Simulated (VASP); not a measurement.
# Co (Fd-3m) in VASP: single point with LDA

Aim: the single point of Co with LDA.

All numbers are computed with VASP 6.6.1; they aren't measurements. Logs are shortened: lines on timing, memory, paths and dates and some standing lists are left out, and cuts for length are marked.

## Step 1: The cell of the first run

It takes space group Fd-3m (No. 227, cubic). The conventional cell has a = 4.541 Å, b = 4.541 Å, c = 4.541 Å, α = 90.00°, β = 90.00°, γ = 90.00°. Within 2.6 Å of Co (site symmetry -43m) lie 4 Co at 1.97 Å.

This isn't the form of Co at room conditions, which is hcp.

## Step 2: Single point, LDA, collinear spin, ferromagnetic start (11.70 Å³/atom)

File POSCAR:

```
Co
1.0
    0.0000000000      2.2703917202      2.2703917202
    2.2703917202      0.0000000000      2.2703917202
    2.2703917202      2.2703917202      0.0000000000
Co
2
Direct
   -0.1250000000     -0.1250000000     -0.1250000000
    0.1250000000      0.1250000000      0.1250000000
```

File INCAR.step1:

```
PREC = Accurate
ENCUT = 510
EDIFF = 1E-6
ISMEAR = -1
SIGMA = 0.1
LREAL = False
LASPH = True
NELM = 200
ALGO = Normal
ISIF = 2
LWAVE = False
LCHARG = True
ISPIN = 2
MAGMOM = 1.7 1.7
LMAXMIX = 4
NBANDS = 28
GGA_COMPAT = False
NEDOS = 2001
LORBIT = 11
```

File KPOINTS.step1:

```
regular mesh
0
Gamma
  16 16 16
```

File INCAR.step2:

```
PREC = Accurate
ENCUT = 510
EDIFF = 1E-6
ISMEAR = -5
SIGMA = 0.1
LREAL = False
LASPH = True
NELM = 200
ALGO = Normal
ISIF = 2
LWAVE = False
LCHARG = False
ISPIN = 2
MAGMOM = 1.7 1.7
LORBIT = 11
LMAXMIX = 4
NEDOS = 1001
ICHARG = 11
GGA_COMPAT = False
```

File KPOINTS.step2:

```
regular mesh
0
Gamma
  24 24 24
```

Potentials or basis: VASP PAW LDA potentials, release 64 (Co_sv).

Run with:

```console
$ cat potpaw_LDA.64/Co_sv/POTCAR > POTCAR
$ cp INCAR.step1 INCAR
$ cp KPOINTS.step1 KPOINTS
$ mpirun -np 1 vasp_std > vasp.out
$ cp INCAR.step2 INCAR
$ cp KPOINTS.step2 KPOINTS
$ mpirun -np 1 vasp_std > vasp.out
```

OUTCAR:

```text
PREC = Accurate
   ENCUT = 510
   EDIFF = 1E-6
   ISMEAR = -5
   LREAL = False
   LASPH = True
   NELM = 200
   ISIF = 2
   ISPIN = 2
   LORBIT = 11
   ICHARG = 11

 ion  position               nearest neighbor table
   1  0.875  0.875  0.875-   2 1.97   2 1.97   2 1.97   2 1.97
   2  0.125  0.125  0.125-   1 1.97   1 1.97   1 1.97   1 1.97

  LATTYP: Found a face centered cubic cell.
 ALAT       =     4.5407834404

  Lattice vectors:

 A1 = (   0.0000000000,   2.2703917202,   2.2703917202)
 A2 = (   2.2703917202,   0.0000000000,   2.2703917202)
 A3 = (   2.2703917202,   2.2703917202,   0.0000000000)

Analysis of symmetry for initial positions (statically):
=====================================================================
 Subroutine PRICEL returns:
 Original cell was already a primitive cell.

 Routine SETGRP: Setting up the symmetry group for a
 face centered cubic supercell.

 Subroutine GETGRP returns: Found 48 space group operations
 (whereof 12 operations were pure point group operations)
 out of a pool of 48 trial point group operations.

The static configuration has the point symmetry D_3d.
 The point group associated with its full space group is O_h .

Analysis of symmetry for dynamics (positions and initial velocities):
=====================================================================
 Subroutine PRICEL returns:
 Original cell was already a primitive cell.

 Routine SETGRP: Setting up the symmetry group for a
 face centered cubic supercell.

 Subroutine GETGRP returns: Found 48 space group operations
 (whereof 12 operations were pure point group operations)
 out of a pool of 48 trial point group operations.

The dynamic configuration has the point symmetry D_3d.
 The point group associated with its full space group is O_h .

Analysis of structural, dynamic, and magnetic symmetry:
=====================================================================
 Subroutine PRICEL returns:
 Original cell was already a primitive cell.

 Routine SETGRP: Setting up the symmetry group for a
 face centered cubic supercell.

 Subroutine GETGRP returns: Found 48 space group operations
 (whereof 12 operations were pure point group operations)
 out of a pool of 48 trial point group operations.

The overall configuration has the point symmetry D_3d.
 The point group associated with its full space group is O_h .

 Subroutine INISYM returns: Found 48 space group operations
 (whereof 12 operations are pure point group operations),
 and found     1 'primitive' translations

[... 118 lines left out ...]
  Fermi-wavevector in a.u.,A,eV,Ry     =   1.854060  3.503665 46.770527  3.437537
  Thomas-Fermi vector in A             =   2.903459
   LORBIT       =     11    0 simple, 1 ext, 2 COOP (PROOUT), +10 PAW based schemes
   GGA     = CA    functional components
   LHFCALC =     F    Hartree Fock is set to
   AEXX    =    0.0000 exact exchange contribution
   IVDW    =     0    specifies the selected vdW correction
   LEPSILON=     F    determine dielectric tensor
   LRPA    =     F    only Hartree local field effects (RPA)
 spin polarized calculation
 Fermi weights with tetrahedron method with Bloechl corrections
  energy-cutoff  :      510.00
  volume of cell :       23.41
 maximum number of plane-waves:       624

 number of electron      33.9999966 magnetization       0.0002578

 Free energy of the ion-electron system (eV)
  ---------------------------------------------------
  ext. energy  EPLUGINS =         0.00000000
  ---------------------------------------------------
  free energy    TOTEN  =       -13.16683669 eV

  energy without entropy =      -13.16683669  energy(sigma->0) =      -13.16683669

 E-fermi :  10.6805     XC(G=0): -13.5031

 val. band max:       10.6766440051   @ k =   0.5000   0.2083   0.0833
 cond. band min:      10.6791492733   @ k =   0.5000   0.2500   0.0833
 fundamental gap:      0.0025052682
 Fermi energy:        10.6805238657

 spin component 1

 k-point     1 :       0.0000    0.0000    0.0000
  band No.  band energies     occupation
      1     -84.2911      1.00000
      2     -83.7038      1.00000
      3     -48.2856      1.00000
      4     -48.2856      1.00000
      5     -48.2856      1.00000
      6     -47.4840      1.00000
[... 613 lines left out ...]
     22      22.3539      0.00000
     23      24.0967      0.00000

 [... further k-points ...]

 spin component 2

 k-point     1 :       0.0000    0.0000    0.0000
  band No.  band energies     occupation
      1     -84.2909      1.00000
      2     -83.7036      1.00000
      3     -48.2854      1.00000
      4     -48.2854      1.00000
      5     -48.2854      1.00000
      6     -47.4838      1.00000
[... 613 lines left out ...]
     22      22.3539      0.00000
     23      24.0967      0.00000

 [... further k-points ...]

------------------------ aborting loop because EDIFF is reached ----------------------------------------

  FORCE on cell =-STRESS in cart. coord.  units (eV):
  Direction    XX          YY          ZZ          XY          YZ          ZX
  --------------------------------------------------------------------------------------
  -------------------------------------------------------------------------------------
  Total        4.4697820      4.4697820      4.4697820      0.0000000      0.0000000      0.0000000
  in kB      305.9599267    305.9599267    305.9599267      0.0000000      0.0000000      0.0000000
  external PRESSURE =     305.9599267 kB  Pullay stress =       0.0000000 kB

 VOLUME and BASIS-vectors are now :
 -----------------------------------------------------------------------------
  energy-cutoff  :      510.00
  volume of cell :       23.41
      direct lattice vectors                 reciprocal lattice vectors
     0.000000000  2.270391720  2.270391720    -0.220226314  0.220226314  0.220226314
     2.270391720  0.000000000  2.270391720     0.220226314 -0.220226314  0.220226314
     2.270391720  2.270391720  0.000000000     0.220226314  0.220226314 -0.220226314

 POSITION                                       TOTAL-FORCE (eV/Angst)
 -----------------------------------------------------------------------------------
      3.97319      3.97319      3.97319         0.000000     -0.000000      0.000000
      0.56760      0.56760      0.56760        -0.000000      0.000000     -0.000000
 -----------------------------------------------------------------------------------
    total drift:                                0.000000      0.000000      0.000000

  FREE ENERGIE OF THE ION-ELECTRON SYSTEM (eV)
  ---------------------------------------------------
  free  energy   TOTEN  =       -13.1668366902 eV

  energy  without entropy=      -13.1668366902  energy(sigma->0) =      -13.16683669

 total charge

# of ion       s       p       d       tot
------------------------------------------
    1        2.346   6.145   6.886  15.377
    2        2.346   6.145   6.886  15.377
--------------------------------------------------
tot          4.691  12.290  13.772  30.754

 magnetization (x)

# of ion       s       p       d       tot
------------------------------------------
    1       -0.000   0.000   0.000   0.000
    2       -0.000   0.000   0.000   0.000
--------------------------------------------------
tot         -0.000   0.000   0.000   0.000
```

OUTCAR.step1:

```text
PREC = Accurate
   ENCUT = 510
   EDIFF = 1E-6
   ISMEAR = -1
   LREAL = False
   LASPH = True
   NELM = 200
   ISIF = 2
[... 1738 lines left out ...]

  energy  without entropy=      -13.1183450776  energy(sigma->0) =      -13.16743778

 total charge

# of ion       s       p       d       tot
------------------------------------------
    1        2.345   6.145   6.889  15.379
    2        2.345   6.145   6.889  15.379
--------------------------------------------------
tot          4.691  12.289  13.779  30.759

 magnetization (x)

# of ion       s       p       d       tot
------------------------------------------
    1       -0.000   0.000   0.000   0.000
    2       -0.000   0.000   0.000   0.000
--------------------------------------------------
tot         -0.000   0.000   0.000   0.000
```

Run time: 6.6 min. Hardware: 1 thread of Intel Xeon Platinum 8488C (Sapphire Rapids), shared host; peak memory 0.37 GiB.

What came out:

```
Net moment                                            : 0.00 μB per cell
Valence electrons inside the program's atomic spheres : Co 15.38
```

Caveat: the moments typed at the start vanished in this run.
